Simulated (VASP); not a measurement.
Wanted: the native input for a VASP 6.6.1 run.

* Task: single point
* Functional: PBE
* Potentials or basis: VASP PAW PBE potentials, release 64 (As)
* Cutoff: 500 eV
* k mesh: 10 × 10 × 8
* Occupations: fermi-dirac, width 0.1 eV
* Spin: no spin polarisation
* Dipole correction: no
* Further INCAR settings: ALGO = Normal; EDIFF = 1e-06; NBANDS = 18

The structure of As lies in POSCAR:

```
As
1.0
    1.8527304186     -5.7062613845      0.0000000000
    1.8527304186      5.7062613845      0.0000000000
    0.0000000000      0.0000000000      4.6691110013
As
4
Direct
    0.1059894032      0.8940105968      0.9312775131
    0.6059894032      0.3940105968      0.5687224869
    0.8940105968      0.1059894032      0.0687224869
    0.3940105968      0.6059894032      0.4312775131
```

The input as run:

INCAR

```
PREC = Accurate ; ENCUT = 500
EDIFF = 1E-6 ; ISMEAR = -1
SIGMA = 0.1 ; LREAL = False
LASPH = True ; NELM = 120
ALGO = Normal ; ISIF = 2
LWAVE = False ; LCHARG = False
GGA = PE ; NBANDS = 18
GGA_COMPAT = False
```

KPOINTS

```
regular mesh
0
Gamma
  10 10 8
```

Potentials or basis: VASP PAW PBE potentials, release 64 (As).

Launch:

```sh
$ cat potpaw_PBE.64/As/POTCAR > POTCAR
$ mpirun -np 1 vasp_std > vasp.out
```

Results of the run:

```yaml
Pressure: 0.3 GPa
Largest_force: 0.053 eV/Å
```

Wall time 2.3 min on 1 thread of Intel(R) Xeon(R) Platinum 8559C (Emerald Rapids) (shared host), peak memory 0.39 GiB.
